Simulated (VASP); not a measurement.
## Cs: relaxation of cell and atoms with PBE

Crystal: Cs.

```
Cs
1.0
     0.00000    3.87697    3.87697
     3.87697    0.00000    3.87697
     3.87697    3.87697    0.00000
Cs
1
Direct
  0.00000 0.00000 0.00000
```

```
Program                : VASP 6.6.1
Task                   : relaxation of cell and atoms
Functional             : PBE
Potentials or basis    : VASP PAW PBE potentials, release 64 (Cs_sv)
Cutoff                 : 600 eV
k mesh                 : 9 × 9 × 9
Occupations            : fermi-dirac, width 0.05 eV
Spin                   : no spin polarisation
Dipole correction      : no
Further INCAR settings : ALGO = Normal; EDIFF = 1e-06; IBRION = 2; EDIFFG = -0.005; NSW = 60; ISIF = 3
```

* Pressure after relaxing: 0.0 GPa

Final structure:
```xyz
1
Lattice="0.0000 3.8770 3.8770 3.8770 0.0000 3.8770 3.8770 3.8770 0.0000" Properties=species:S:1:pos:R:3 pbc="T T T"
Cs    0.0000    0.0000    0.0000
```

Levels at points of the mesh, in eV from the Fermi level:
```csv
k point,band 2,band 3,band 4,band 5,band 6,band 7,band 8
"(0.00, 0.00, 0.00)",-10.64,-10.64,-10.64,-1.69,2.41,2.41,2.41
```

It took 21 s on 1 thread of Intel(R) Xeon(R) 6975P-C (Granite Rapids), with other jobs on the host, peak memory 0.3 GiB.

Caveat: the relaxation stopped at its first step, so nothing moved; spin-orbit coupling is left out, which moves the levels of the heavy elements.
